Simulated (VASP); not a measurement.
# Cu3O2 (I4/mmm) in VASP: single point with PBEsol

Aim: the single point of Cu3O2 with PBEsol.

All numbers are computed with VASP 6.6.1; they aren't measurements. Logs are shortened: lines on timing, memory, paths and dates and some standing lists are left out, and cuts for length are marked.

## 1. The cell of the first run

Symmetry: I4/mmm, No. 139, tetragonal system. The conventional cell has a = 4.128 Å, b = 4.128 Å, c = 7.261 Å, α = 90.00°, β = 90.00°, γ = 90.00°. Within 2.4 Å of Cu (site symmetry -4m2) lie 2 O at 1.82 Å. Within 2.8 Å of Cu (site symmetry 4/mmm) lie 4 O at 2.06 Å and 8 Cu at 2.75 Å. O (site symmetry mmm) has 4 Cu at 1.82 to 2.06 Å within 2.4 Å.

## 2. Single point, PBEsol (strain +0.0400 x Voigt [1, 1, 0, 0, 0, 0])

The input, INCAR:

```
SYSTEM = Cu3O2
PREC = Accurate
ENCUT = 520
EDIFF = 1E-7
ISMEAR = 0
SIGMA = 0.15
LREAL = .False.
LASPH = .True.
NELM = 80
ALGO = Normal
ISIF = 2
LWAVE = .False.
LCHARG = .False.
GGA = PS
NBANDS = 30
```

The input, KPOINTS:

```
regular mesh
0
Gamma
  16 16 16
  0 0 0
```

The input, POSCAR:

```
Cu3O2
1.0
   -2.0640734911      2.0640734911      3.6304514900
    2.0640734911     -2.0640734911      3.6304514900
    2.0640734911      2.0640734911     -3.6304514900
Cu O
3 2
Direct
    0.2500000000      0.7500000000      0.5000000000
    0.7500000000      0.2500000000      0.5000000000
    0.0000000000      0.0000000000      0.0000000000
    0.0000000000      0.5000000000      0.5000000000
    0.5000000000      0.0000000000      0.5000000000
```

Potentials or basis: VASP PAW PBE potentials, release 64 (Cu, O).

On the command line:

```bash
$ cat potpaw_PBE.64/Cu/POTCAR potpaw_PBE.64/O/POTCAR > POTCAR
$ mpirun -np 1 vasp_std > vasp.out
```

OUTCAR:

```text
SYSTEM = Cu3O2
   PREC = Accurate
   ENCUT = 520
   EDIFF = 1E-7
   ISMEAR = 0
   LREAL = .False.
   LASPH = .True.
   NELM = 80
   ISIF = 2
   GGA = PS

 ion  position               nearest neighbor table
   1  0.250  0.750  0.500-   4 1.82   5 1.82   3 2.75   3 2.75   3 2.75   3 2.75
   2  0.750  0.250  0.500-   4 1.82   5 1.82   3 2.75   3 2.75   3 2.75   3 2.75
   3  0.000  0.000  0.000-   4 2.06   5 2.06   4 2.06   5 2.06   2 2.75   2 2.75   1 2.75   1 2.75
                             1 2.75   2 2.75   1 2.75   2 2.75
   4  0.000  0.500  0.500-   1 1.82   2 1.82   3 2.06   3 2.06
   5  0.500  0.000  0.500-   1 1.82   2 1.82   3 2.06   3 2.06

  LATTYP: Found a body centered tetragonal cell.
 ALAT       =     4.1281469822
 C/A-ratio  =     1.7588770485

  Lattice vectors:

 A1 = (  -2.0640734911,   2.0640734911,   3.6304514900)
 A2 = (   2.0640734911,  -2.0640734911,   3.6304514900)
 A3 = (   2.0640734911,   2.0640734911,  -3.6304514900)

Analysis of symmetry for initial positions (statically):
=====================================================================
 Subroutine PRICEL returns:
 Original cell was already a primitive cell.

 Routine SETGRP: Setting up the symmetry group for a
 body centered tetragonal supercell.

 Subroutine GETGRP returns: Found 16 space group operations
 (whereof 16 operations were pure point group operations)
 out of a pool of 16 trial point group operations.

The static configuration has the point symmetry D_4h.

Analysis of symmetry for dynamics (positions and initial velocities):
=====================================================================
 Subroutine PRICEL returns:
 Original cell was already a primitive cell.

 Routine SETGRP: Setting up the symmetry group for a
 body centered tetragonal supercell.

 Subroutine GETGRP returns: Found 16 space group operations
 (whereof 16 operations were pure point group operations)
 out of a pool of 16 trial point group operations.

The dynamic configuration has the point symmetry D_4h.

 Subroutine INISYM returns: Found 16 space group operations
 (whereof 16 operations are pure point group operations),
 and found     1 'primitive' translations

----------------------------------------------------------------------------------------

                                     Primitive cell

  volume of cell :      61.8687

  direct lattice vectors                    reciprocal lattice vectors
    -2.064073491  2.064073491  3.630451490     0.000000000  0.242239437  0.137723917
     2.064073491 -2.064073491  3.630451490     0.242239437  0.000000000  0.137723917
     2.064073491  2.064073491 -3.630451490     0.242239437  0.242239437  0.000000000

  length of vectors
     4.658430720  4.658430720  4.658430720     0.278653588  0.278653588  0.342578297

  position of ions in fractional coordinates (direct lattice)
     0.250000000  0.750000000  0.500000000
     0.750000000  0.250000000  0.500000000
     0.000000000  0.000000000  0.000000000
     0.000000000  0.500000000  0.500000000
     0.500000000  0.000000000  0.500000000

  ion indices of the primitive-cell ions
   primitive index   ion index
                 1           1
                 2           2
                 3           3
                 4           4
                 5           5

----------------------------------------------------------------------------------------

 KPOINTS: regular mesh

Automatic generation of k-mesh.
 Grid dimensions read from file:
 generate k-points for:   16   16   16

 Generating k-lattice:

  Cartesian coordinates                     Fractional coordinates (reciprocal lattice)
     0.000000000  0.015139965  0.008607745     0.062500000  0.000000000  0.000000000
     0.015139965  0.000000000  0.008607745     0.000000000  0.062500000  0.000000000
     0.015139965  0.015139965  0.000000000     0.000000000  0.000000000  0.062500000

  Length of vectors
     0.017415849  0.017415849  0.021411144

  Shift w.r.t. Gamma in fractional coordinates (k-lattice)
     0.000000000  0.000000000  0.000000000

 Subroutine IBZKPT returns following result:
 ===========================================

 Found    349 irreducible k-points:

 Following reciprocal coordinates:
            Coordinates               Weight
  0.000000  0.000000  0.000000      1.000000
  0.062500  0.000000 -0.000000      8.000000
  0.125000  0.000000 -0.000000      8.000000
  0.187500  0.000000 -0.000000      8.000000
  0.250000  0.000000 -0.000000      8.000000
  0.312500 -0.000000  0.000000      8.000000
[... 16 lines left out ...]
 -0.125000  0.062500 -0.000000     16.000000
 -0.062500  0.062500  0.000000      4.000000
 [... further k-points ...]
   k-points           NKPTS =    349   k-points in BZ     NKDIM =    349   number of bands    NBANDS=     30
   number of dos      NEDOS =    301   number of ions     NIONS =      5
   total plane-waves  NPLWV =  46656
   dimension x,y,z NGX =    36 NGY =   36 NGZ =   36
   dimension x,y,z NGXF=    72 NGYF=   72 NGZF=   72
   ions per type =               3   2
   NGX,Y,Z   is equivalent  to a cutoff of  12.85, 12.85, 12.85 a.u.
   NGXF,Y,Z  is equivalent  to a cutoff of  25.69, 25.69, 25.69 a.u.
 SYSTEM =  Cu3O2
   PREC   = accura    normal or accurate (medium, high low for compatibility)
   ISTART =      0    job   : 0-new  1-cont  2-samecut
   ICHARG =      2    charge: 1-file 2-atom 10-const
   ISPIN  =      1    spin polarized calculation?
   LNONCOLLINEAR =      F non collinear calculations
   LSORBIT =      F    spin-orbit coupling
   LASPH  =      T    aspherical Exc in radial PAW
   ENCUT  =  520.0 eV  38.22 Ry    6.18 a.u.   8.66  8.66  8.66*2*pi/ulx,y,z
   NELM   =     80;   NELMIN=  2; NELMDL= -5     # of ELM steps
   EDIFF  = 0.1E-06   stopping-criterion for ELM
   LREAL  =      F    real-space projection
   EDIFFG = 0.1E-05   stopping-criterion for IOM
   NSW    =      0    number of steps for IOM
   IBRION =     -1    ionic relax: 0-MD 1-quasi-New 2-CG
   NFREE  =      0    steps in history (QN), initial steepest desc. (CG)
   ISIF   =      2    stress and relaxation
   ISYM   =      2    0-nonsym 1-usesym 2-fastsym
   POTIM  = 0.5000    time-step for ionic-motion
   TEBEG  =    0.0;   TEEND  =   0.0 temperature during run
   PSTRESS=    0.0 pullay stress
   NELECT =      45.0000    total number of electrons
   NUPDOWN=      -1.0000    fix difference up-down
   EMIN   =  10.00;   EMAX   =-10.00  energy-range for DOS
   EFERMI =   0.00;   METHOD = LEGACY
   ISMEAR =     0;   SIGMA  =   0.15  broadening in eV -4-tet -1-fermi 0-gaus
   EFERMI_NEDOS =   21; number of points for ismear=-14 and -15
   IALGO  =     38    algorithm
   IMIX   =      4    mixing-type and parameters
     AMIX     =   0.40;   BMIX     =  1.00
     AMIX_MAG =   1.60;   BMIX_MAG =  1.00
  volume/ion in A,a.u.               =      12.37        83.50
  Fermi-wavevector in a.u.,A,eV,Ry     =   1.472274  2.782195 29.491869  2.167591
  Thomas-Fermi vector in A             =   2.587309
   LORBIT       =      0    0 simple, 1 ext, 2 COOP (PROOUT), +10 PAW based schemes
   GGA     = PS    functional components
   LHFCALC =     F    Hartree Fock is set to
   AEXX    =    0.0000 exact exchange contribution
   IVDW    =     0    specifies the selected vdW correction
   LEPSILON=     F    determine dielectric tensor
   LRPA    =     F    only Hartree local field effects (RPA)
 non-spin polarized calculation
 Gauss-broadening in eV      SIGMA  =   0.15
  energy-cutoff  :      520.00
  volume of cell :       61.87
 maximum number of plane-waves:      1690
   NGX = 17   NGY = 17   NGZ = 17

 number of electron      44.9999984 magnetization

 Free energy of the ion-electron system (eV)
  ---------------------------------------------------
  ext. energy  EPLUGINS =         0.00000000
  ---------------------------------------------------
  free energy    TOTEN  =       -24.89710032 eV

  energy without entropy =      -24.87062410  energy(sigma->0) =      -24.88386221

 E-fermi :   3.9162     XC(G=0): -11.2424

 val. band max:        3.9118078289   @ k =   0.1875   0.0625  -0.0000
 cond. band min:       3.9246734673   @ k =  -0.2500   0.1250   0.0625
 fundamental gap:      0.0128656384
 Fermi energy:         3.9161838802

 k-point     1 :       0.0000    0.0000    0.0000
  band No.  band energies     occupation
      1     -15.0777      2.00000
      2     -13.9000      2.00000
      3      -2.8267      2.00000
      4      -1.6099      2.00000
      5      -1.6099      2.00000
      6      -0.9951      2.00000
[... 22 lines left out ...]
     29      14.9194      0.00000
     30      14.9416      0.00000

 k-point     2 :       0.0625    0.0000   -0.0000
  band No.  band energies     occupation
      1     -15.0649      2.00000
      2     -13.9092      2.00000
      3      -2.8173      2.00000
      4      -1.6398      2.00000
      5      -1.5959      2.00000
      6      -1.0422      2.00000
[... 22 lines left out ...]
     29      14.5704      0.00000
     30      15.3737      0.00000

 k-point     3 :       0.1250    0.0000   -0.0000
  band No.  band energies     occupation
      1     -15.0268      2.00000
      2     -13.9366      2.00000
      3      -2.7890      2.00000
      4      -1.7247      2.00000
      5      -1.5541      2.00000
      6      -1.1611      2.00000
[... 22 lines left out ...]
     29      14.3375      0.00000
     30      15.8054      0.00000

 k-point     4 :       0.1875    0.0000   -0.0000
  band No.  band energies     occupation
      1     -14.9653      2.00000
      2     -13.9816      2.00000
      3      -2.7421      2.00000
      4      -1.8515      2.00000
      5      -1.4860      2.00000
      6      -1.3211      2.00000
[... 616 lines left out ...]
     29      14.5857      0.00000
     30      14.8408      0.00000

 k-point    23 :      -0.1250    0.0625   -0.0000
  band No.  band energies     occupation
      1     -15.0291      2.00000
      2     -13.9287      2.00000
      3      -2.8535      2.00000
      4      -1.7628      2.00000
      5      -1.5643      2.00000
      6      -1.0335      2.00000
[... 22 lines left out ...]
     29      14.7326      0.00000
     30      15.3206      0.00000

 k-point    24 :      -0.0625    0.0625    0.0000
  band No.  band energies     occupation
      1     -15.0596      2.00000
      2     -13.9099      2.00000
      3      -2.8452      2.00000
      4      -1.6743      2.00000
      5      -1.5938      2.00000
      6      -0.9925      2.00000
[... 22 lines left out ...]
     29      14.9909      0.00000
     30      15.0074      0.00000

 [... further k-points ...]
[... 5 lines left out ...]
  --------------------------------------------------------------------------------------
  -------------------------------------------------------------------------------------
  Total       -2.5957418     -2.5957418     -1.7254155      0.0000000      0.0000000      0.0000000
  in kB      -67.2204056    -67.2204056    -44.6820758      0.0000000      0.0000000      0.0000000
  external PRESSURE =     -59.7076290 kB  Pullay stress =       0.0000000 kB

 VOLUME and BASIS-vectors are now :
 -----------------------------------------------------------------------------
  energy-cutoff  :      520.00
  volume of cell :       61.87
      direct lattice vectors                 reciprocal lattice vectors
    -2.064073491  2.064073491  3.630451490     0.000000000  0.242239437  0.137723917
     2.064073491 -2.064073491  3.630451490     0.242239437  0.000000000  0.137723917
     2.064073491  2.064073491 -3.630451490     0.242239437  0.242239437  0.000000000

 POSITION                                       TOTAL-FORCE (eV/Angst)
 -----------------------------------------------------------------------------------
      2.06407      0.00000      1.81523        -0.000000     -0.000000      0.000000
      0.00000      2.06407      1.81523        -0.000000      0.000000      0.000000
      0.00000      0.00000      0.00000         0.000000      0.000000     -0.000000
      2.06407      0.00000      0.00000         0.000000      0.000000     -0.000000
      0.00000      2.06407      0.00000         0.000000      0.000000     -0.000000
 -----------------------------------------------------------------------------------
    total drift:                                0.000000      0.000000      0.000000

  FREE ENERGIE OF THE ION-ELECTRON SYSTEM (eV)
  ---------------------------------------------------
  free  energy   TOTEN  =       -24.8971003222 eV

  energy  without entropy=      -24.8706241042  energy(sigma->0) =      -24.88386221
```

Wall time 12 min (1 thread of Intel Xeon Platinum 8488C (Sapphire Rapids), shared host); peak memory 0.6 GiB.

Results:

| Property | Result |
| --- | --- |
| Free energy | -24.8971 eV |
| Pressure | -6.0 GPa |
| Band gap on the k mesh | zero (an odd number of electrons rules out a gap without spin polarisation) |

Caveat: the cell differs from its parent crystal (strain +0.0400 x Voigt [1, 1, 0, 0, 0, 0]); the cell stands under tension; the PAW data sets were made with another functional, which shifts forces and pressure a little.
